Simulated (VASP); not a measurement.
# PtSe2 (Sudovikovite) (P-3m1) in VASP: a series of runs, part 2 of 2

VASP 6.6.1.

### Step 4. Vibrations by perturbation theory, LDA

INCAR

```
PREC = Accurate ; ENCUT = 520
EDIFF = 1E-8 ; ISMEAR = -1
SIGMA = 0.05 ; LREAL = F
LASPH = T ; NELM = 100
ALGO = Normal ; ISIF = 2
LWAVE = F ; LCHARG = F
GGA = CA ; NBANDS = 18
IBRION = 8 ; NSW = 1
```

KPOINTS

```
regular mesh
0
Gamma
  7 7 5
```

POSCAR

```
PtSe2
1.0
    3.7240000000      0.0000000000      0.0000000000
   -1.8620000000      3.2250786037      0.0000000000
    0.0000000000      0.0000000000      5.0620000000
Pt Se
1 2
Direct
    0.0000000000      0.0000000000      0.0000000000
    0.6666666667      0.3333333333      0.7500000000
    0.3333333333      0.6666666667      0.2500000000
```

Potentials or basis: VASP PAW LDA potentials, release 64 (Pt, Se).

Started as:

```sh
> cat potpaw_LDA.64/Pt/POTCAR potpaw_LDA.64/Se/POTCAR > POTCAR
> mpirun -np 1 vasp_std > vasp.out
```

OUTCAR:

```text
PREC = Accurate
   ENCUT = 520
   EDIFF = 1E-8
   ISMEAR = -1
   LREAL = F
   LASPH = T
   NELM = 100
   ISIF = 2
   GGA = CA
   IBRION = 8
   NSW = 1

 ion  position               nearest neighbor table
   1  0.000  0.000  0.000-   2 2.49   3 2.49   2 2.49   3 2.49   2 2.49   3 2.49
   2  0.667  0.333  0.750-   1 2.49   1 2.49   1 2.49
   3  0.333  0.667  0.250-   1 2.49   1 2.49   1 2.49

  LATTYP: Found a hexagonal cell.
 ALAT       =     3.7240000000
 C/A-ratio  =     1.3592910849

  Lattice vectors:

 A1 = (   3.7240000000,   0.0000000000,   0.0000000000)
 A2 = (  -1.8620000000,   3.2250786037,   0.0000000000)
 A3 = (   0.0000000000,   0.0000000000,   5.0620000000)

Analysis of symmetry for initial positions (statically):
=====================================================================
 Subroutine PRICEL returns:
 Original cell was already a primitive cell.

 Routine SETGRP: Setting up the symmetry group for a
 hexagonal supercell.

 Subroutine GETGRP returns: Found 12 space group operations
 (whereof 12 operations were pure point group operations)
 out of a pool of 24 trial point group operations.

The static configuration has the point symmetry D_3d.

Analysis of symmetry for dynamics (positions and initial velocities):
=====================================================================
 Subroutine PRICEL returns:
 Original cell was already a primitive cell.

[... 705 lines left out ...]

--------------------------------------- Ionic step        4  -------------------------------------------

------------------------ aborting loop because EDIFF is reached ----------------------------------------
[... 11 lines left out ...]
[... ionic steps 8 to 8 ...]

--------------------------------------- Ionic step        9  -------------------------------------------

 Free energy of the ion-electron system (eV)
  ---------------------------------------------------
  ---------------------------------------------------
  free energy    TOTEN  =        -0.09150990 eV

  energy without entropy =       -0.09150429

------------------------ aborting loop because EDIFF is reached ----------------------------------------

 INTERNAL STRAIN TENSOR  FOR ION    2  DIRECTION 3   (eV/Angst):
 -----------------------------------------------------------------------------
    11.60335  0.00000 -0.00000
     0.00000 11.60335 -0.00000
    -0.00000 -0.00000 14.13039

 INTERNAL STRAIN TENSOR FOR ION    3 for displacements in x,y,z  (eV/Angst):
          X           Y           Z          XY          YZ          ZX
  --------------------------------------------------------------------------------
  x    -0.00000     0.00000     0.00000     4.99151    -0.00000    -9.20832
  y     4.99151    -4.99151    -0.00000     0.00000    -9.98278     0.00000
  z   -11.60335   -11.60335   -14.13039     0.00000     0.00000     0.00000

 SECOND DERIVATIVES (NOT SYMMETRIZED)
 ------------------------------------
               1X          1Y          1Z          2X          2Y          2Z          3X          3Y          3Z
  1X   -15.558343    0.000000    0.000000    7.779172    0.000000    0.000000    7.779172    0.000000    0.000000
  1Y     0.000000  -15.558343    0.000000    0.000000    7.779172    0.000000    0.000000    7.779172    0.000000
  1Z     0.000000   -0.000000  -16.026222    0.000000    0.000000    8.013111    0.000000    0.000000    8.013111
  2X     7.775047    0.000000    0.000000   -8.111827    0.000000    0.000000    0.336780    0.000000    0.000000
  2Y     0.000000    7.775047   -0.000000    0.000000   -8.111827   -0.000000    0.000000    0.336780   -0.000000
  2Z     0.000000    0.000000    8.014420    0.000000   -0.000000   -9.950783    0.000000   -0.000000    1.936363
  3X     7.775047    0.000000    0.000000    0.336780    0.000000    0.000000   -8.111827    0.000000    0.000000
  3Y     0.000000    7.775047   -0.000000    0.000000    0.336780   -0.000000    0.000000   -8.111827   -0.000000
  3Z     0.000000    0.000000    8.014420    0.000000   -0.000000    1.936363    0.000000   -0.000000   -9.950783

 Eigenvectors and eigenvalues of the dynamical matrix
 ----------------------------------------------------

   1 f  =    6.699591 THz    42.094775 2PiTHz  223.474318 cm-1    27.707272 meV
             X         Y         Z           dx          dy          dz
      0.000000  0.000000  0.000000     0.000000    0.000000   -0.668824
      1.862000  1.075026  3.796500     0.000000   -0.000000    0.525678
     -0.000000  2.150052  1.265500    -0.000000   -0.000000    0.525678
[... 43 lines left out ...]
   9 f/i=    0.000870 THz     0.005468 2PiTHz    0.029026 cm-1     0.003599 meV
             X         Y         Z           dx          dy          dz
      0.000000  0.000000  0.000000    -0.104547    0.735917   -0.000000
      1.862000  1.075026  3.796500    -0.066531    0.468318   -0.000000
     -0.000000  2.150052  1.265500    -0.066531    0.468318   -0.000000

--------------------------------------------------------------------------------------------------------

 ELASTIC MODULI CONTR FROM IONIC RELAXATION (kBar)
 Direction    XX          YY          ZZ          XY          YZ          ZX
 --------------------------------------------------------------------------------
 XX        -752.4115   -441.5429   -726.9902     -0.0000    310.8612      0.0000
 YY        -441.5429   -752.4115   -726.9902      0.0000   -310.8612     -0.0000
 ZZ        -726.9902   -726.9902   -885.3182      0.0000     -0.0000     -0.0000
 XY          -0.0000      0.0000      0.0000   -155.4343      0.0000    286.7447
 YZ         310.8612   -310.8612     -0.0000      0.0000   -621.7077     -0.0000
 ZX           0.0000     -0.0000     -0.0000    286.7447     -0.0000   -528.9857
 --------------------------------------------------------------------------------
```

OSZICAR:

```text
N       E                     dE             d eps       ncg     rms          rms(c)
DAV:   1     0.106043219080E+03    0.10604E+03   -0.10102E+04  1176   0.108E+03
DAV:   2    -0.127578820035E+02   -0.11880E+03   -0.11515E+03  1432   0.211E+02
DAV:   3    -0.178773400731E+02   -0.51195E+01   -0.50843E+01  1402   0.434E+01
DAV:   4    -0.179158022754E+02   -0.38462E-01   -0.38451E-01  1432   0.408E+00
[... 70 lines left out ...]
RMM:   6    -0.915065386426E-01   -0.61408E-05   -0.84925E-07  2022   0.353E-03    0.318E-03
RMM:   7    -0.915116412279E-01   -0.51026E-05   -0.59735E-07  2006   0.241E-03    0.812E-04
RMM:   8    -0.915102136636E-01    0.14276E-05   -0.29199E-08  2053   0.518E-04    0.171E-04
RMM:   9    -0.915099086761E-01    0.30499E-06   -0.12888E-08  2068   0.841E-05    0.488E-05
RMM:  10    -0.915099041261E-01    0.45500E-08    0.12286E-08  2084   0.375E-05    0.980E-06
 Linear response finished
```

Wall time 2.9 min (1 thread of Intel Xeon 6975P-C (Granite Rapids), shared host); peak memory 0.45 GiB.

Results:

- Highest phonon frequency at Γ, LO-TO splitting left out: 223 cm⁻¹

Phonon frequencies in cm⁻¹ (negative: imaginary):
```
              q point                    frequencies
(0.000, 0.000, 0.000)  0 0 0 171 171 202 220 220 223
```

Caveat: spin-orbit coupling is left out, which moves the levels of the heavy elements.
